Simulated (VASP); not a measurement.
Write the native input for VASP 6.6.1 that does the following.

```yaml
Task: single point
Functional: PBEsol
Potentials_or_basis: VASP PAW PBE potentials, release 64 (Ge_d)
Cutoff: 520 eV
k_mesh: 12 × 12 × 6
Occupations: gaussian, width 0.1 eV
Spin: no spin polarisation
Dipole_correction: no
Further_INCAR_settings: ALGO = Normal; EDIFF = 1e-06; NBANDS = 36
```

The structure of Ge lies in POSCAR:

```
Ge
1.0
    3.9969678633      0.0000000000      0.0000000000
   -1.9984839317      3.4614757078      0.0000000000
    0.0000000000      0.0000000000      6.5963651367
Ge
4
Direct
    0.6666666667      0.3333333333      0.0629118566
    0.3333333333      0.6666666667      0.5629118566
    0.6666666667      0.3333333333      0.4370881434
    0.3333333333      0.6666666667      0.9370881434
```

The input as run:

INCAR

```
SYSTEM = Ge
PREC = Accurate ; ENCUT = 520
EDIFF = 1E-6 ; ISMEAR = 0
SIGMA = 0.1 ; LREAL = .False.
LASPH = .True. ; NELM = 60
ALGO = Normal ; ISIF = 2
LWAVE = .False. ; LCHARG = .False.
GGA = PS ; NBANDS = 36
```

KPOINTS

```
regular mesh
0
Gamma
  12 12 6
  0 0 0
```

Potentials or basis: VASP PAW PBE potentials, release 64 (Ge_d).

The run is started by

```sh
$ cat potpaw_PBE.64/Ge_d/POTCAR > POTCAR
$ mpirun -np 1 vasp_std > vasp.out
```

Results of the run:

```
Pressure               : -0.1 GPa
Largest force          : 0.005 eV/Å
Band gap on the k mesh : zero (band 28 reaches 4.80 eV, above the bottom of band 29 at 4.79 eV)
```

Caveat: the PAW data sets were made with another functional, which shifts forces and pressure a little.

Wall time 91 s on 1 thread of Intel(R) Xeon(R) 6975P-C (Granite Rapids), with other jobs on the host, peak memory 0.31 GiB.
